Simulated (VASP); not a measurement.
Here is a VASP 6.6.1 calculation.

The input POSCAR:

```
Li2ICl
1.0
    1.9911310297      1.1495800360      6.4242248771
   -1.9911310297      1.1495800360      6.4242248771
    0.0000000000     -2.2991600720      6.4242248771
Cl I Li
1 1 2
Direct
    1.0000000000      0.0000000000      0.0000000000
    0.5000000000      0.5000000000      0.5000000000
    0.2602378187      0.2602378187      0.2602378187
    0.7397621813      0.7397621813      0.7397621813
```

The input INCAR.step1:

```
PREC = Accurate ; ENCUT = 520
ISMEAR = 0 ; SIGMA = 0.01
LREAL = F ; LASPH = T
NELM = 100 ; NBANDS = 18
GGA = PE ; ALGO = Normal
EDIFF = 1E-4 ; LWAVE = T
LCHARG = F
```

The input INCAR.step2:

```
PREC = Accurate ; ENCUT = 520
EDIFF = 1E-7 ; ISMEAR = 0
SIGMA = 0.01 ; LREAL = F
LASPH = T ; NELM = 100
ALGO = Normal ; ISIF = 2
LWAVE = F ; LCHARG = T
METAGGA = R2SCAN ; LMIXTAU = T
LELF = T ; LVHAR = T
NBANDS = 18 ; ISTART = 1
```

Contents of KPOINTS:

```
Automatic mesh
0
Gamma
  4 4 4
```

Potentials or basis: VASP PAW PBE potentials, release 64 (Cl, I, Li_sv).

The run is started by

```bash
$ cat potpaw_PBE.64/Cl/POTCAR potpaw_PBE.64/I/POTCAR potpaw_PBE.64/Li_sv/POTCAR > POTCAR
$ cp INCAR.step1 INCAR
$ mpirun -np 1 vasp_std > vasp.out
$ cp INCAR.step2 INCAR
$ mpirun -np 1 vasp_std > vasp.out
```

Problem. What does it give for the band gap on the k mesh?

Solution. 4.09 eV.

Forces in eV/Å, atoms in the order of the input:
```
Cl   0.000  0.000  0.000
I    0.000  0.000  0.000
Li   0.000  0.000  0.002
Li   0.000  0.000 -0.002
```

Caveat: the k points lie up to 0.46 Å⁻¹ apart; the PAW data sets were made with another functional, which shifts forces and pressure a little; spin-orbit coupling is left out, which moves the levels of the heavy elements. A k mesh can miss the band edges.
